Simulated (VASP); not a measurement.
Wanted: the native input for a VASP 6.6.1 run.

* Task: single point
* Functional: LDA
* Potentials or basis: VASP PAW LDA potentials, release 64 (Cr_pv)
* Cutoff: 520 eV
* k mesh: 16 × 16 × 16
* Occupations: fermi-dirac, width 1 eV
* Spin: no spin polarisation
* Dipole correction: no
* Further INCAR settings: ALGO = Normal; EDIFF = 1e-06; NBANDS = 12

The structure of Cr lies in POSCAR:

```
Cr
1.0
   -1.3942485114      1.3942485114      1.3942485114
    1.3942485114     -1.3942485114      1.3942485114
    1.3942485114      1.3942485114     -1.3942485114
Cr
1
Direct
    0.0000000000      0.0000000000      0.0000000000
```

One way to write it, as run:

INCAR

```
SYSTEM = Cr
PREC = Accurate
ENCUT = 520
EDIFF = 1E-6
ISMEAR = -1
SIGMA = 1.0
LREAL = .False.
LASPH = .True.
NELM = 60
ALGO = Normal
ISIF = 2
LWAVE = .False.
LCHARG = .False.
NBANDS = 12
```

KPOINTS

```
regular mesh
0
Gamma
  16 16 16
  0 0 0
```

Potentials or basis: VASP PAW LDA potentials, release 64 (Cr_pv).

Run with:

```console
$ cat potpaw_LDA.64/Cr_pv/POTCAR > POTCAR
$ mpirun -np 1 vasp_std > vasp.out
```

It gave:

| Quantity | Value |
| --- | --- |
| Pressure | 36.7 GPa |
| Band gap on the k mesh | zero (band 6 reaches 14.92 eV, above the bottom of band 7 at 11.11 eV) |

Caveat: the run has no spin polarisation, though such a crystal can be magnetic.

Wall time 8 s on 1 thread of Intel(R) Xeon(R) Platinum 8488C (Sapphire Rapids), on a shared host, peak memory 0.12 GiB.
